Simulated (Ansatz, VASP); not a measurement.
GaN: VASP beside Ansatz

The input POSCAR:

```
GaN
1.0
    0.0000000000      2.1814839649      2.3183350162
    2.1814839649      0.0000000000      2.3183350162
    2.1814839649      2.1814839649      0.0000000000
Ga N
1 1
Direct
    0.0000000000      0.0000000000      0.0000000000
    0.2500000000      0.2500000000      0.2500000000
```

The input INCAR.step1:

```
SYSTEM = GaN
PREC     = Accurate       ! precision mode
ENCUT    = 520            ! plane-wave cutoff, eV
ISMEAR   = 0              ! smearing method
SIGMA    = 0.01           ! smearing width, eV
LREAL    = .FALSE.        ! projectors in reciprocal space
LASPH    = .TRUE.         ! aspherical terms in the spheres
NELM     = 100            ! most SCF steps
NBANDS   = 16             ! bands
GGA      = PE             ! functional
ALGO     = Normal         ! electronic algorithm
EDIFF    = 1E-4           ! SCF threshold, eV
LWAVE    = .TRUE.         ! write WAVECAR
LCHARG   = .FALSE.        ! write CHGCAR
```

File INCAR.step2:

```
SYSTEM = GaN
PREC     = Accurate       ! precision mode
ENCUT    = 520            ! plane-wave cutoff, eV
EDIFF    = 1E-6           ! SCF threshold, eV
ISMEAR   = 0              ! smearing method
SIGMA    = 0.01           ! smearing width, eV
LREAL    = .FALSE.        ! projectors in reciprocal space
LASPH    = .TRUE.         ! aspherical terms in the spheres
NELM     = 100            ! most SCF steps
ALGO     = Normal         ! electronic algorithm
ISIF     = 2              ! what is computed and relaxed
LWAVE    = .FALSE.        ! write WAVECAR
LCHARG   = .FALSE.        ! write CHGCAR
METAGGA  = R2SCAN         ! meta-GGA
LMIXTAU  = .TRUE.       
NBANDS   = 16             ! bands
ISTART   = 1
```

File KPOINTS:

```
Automatic mesh
0
G
  10 10 10
  0 0 0
```

Input for Ansatz:

```yaml
crystal:
  lattice:
    - [0.0, 2.1814839649, 2.3183350162]
    - [2.1814839649, 0.0, 2.3183350162]
    - [2.1814839649, 2.1814839649, 0.0]
  atoms:
    - { symbol: Ga, position: [0.0, 0.0, 0.0] }
    - { symbol: "N", position: [0.25, 0.25, 0.25] }
kpoints:
  mp_grid: { grid: [10, 10, 10] }
  band_path:
    path:
      - [0.0, 0.0, 0.0]
      - [-0.5, -0.5, 0.0]
      - [-0.375, -0.375, 0.25]
      - [-0.375, 0.0, 0.375]
      - [0.0, 0.0, 0.5]
      - [-0.5, -0.25, 0.25]
    npoints: 1
hamiltonian:
  xc: r2scan
scf:
  occupations: { method: fixed }
  n_extra_bands: 4
output:
  forces: true
  stress: true
  eigenvalues: true
  write_density: true
  write_potential: true
  elf: true
  volumetric_format: npy
```

Change from the starting cell: epitaxial_xy strain -3.0%.

Alike in both runs: task single point; functional r2SCAN; k mesh 10 × 10 × 10; no spin polarisation.

|  | VASP | Ansatz |
| --- | --- | --- |
| version | VASP 6.6.1 | Ansatz 0.2.0 |
| potentials or method | VASP PAW PBE potentials, release 64 (Ga_d, N) | plane waves, PAW |
| plane-wave cutoff (eV) | 520 | 500 |
| occupations | gaussian, width 0.01 eV | fixed |
| valence electrons in the cell | 18 | 18 |

Ansatz gave:

| Item | Value |
| --- | --- |
| gap on the k mesh at the Fermi level (eV) | 2.25 |
| pressure (GPa) | 6.1 |
| traceless stress, the component that is largest in VASP (GPa) | -6.08 |

Question: Estimate VASP's values.

Answer: gap on the k mesh at the Fermi level (eV): 2.24; pressure (GPa): 7.3; traceless stress, the component that is largest in VASP (GPa): -5.94.

VASP's potentials were made for PBE, not for r2SCAN.
